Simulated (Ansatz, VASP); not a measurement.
**One calculation of Sn, two programs**

```xyz
2
Lattice="0.0000 3.1799 3.1799 3.1799 0.0000 3.1799 3.1799 3.1799 0.0000" Properties=species:S:1:pos:R:3 pbc="T T T"
Sn    3.1799    3.1799    3.1799
Sn    4.7699    4.7699    4.7699
```

Change from the starting cell: volume scaled by 0.9405, crystal datasets.

Alike in both runs: task electric field gradients; functional PBE; k mesh 9 × 9 × 9; occupations fermi-dirac, width 0.03 eV; no spin polarisation.

|  | VASP | Ansatz |
| --- | --- | --- |
| version | VASP 6.6.1 | Ansatz 0.2.0 |
| potentials or method | VASP PAW PBE potentials, release 64 (Sn_d), cutoff 520 eV | all-electron PAW with datasets made for the crystal, scalar-relativistic |

|  | VASP | Ansatz | Ansatz less VASP |
| --- | --- | --- | --- |
| pressure (GPa) | 6.7 | 6.8 | +0.06 |

Ansatz ran all-electron here, and VASP with PAW potentials.
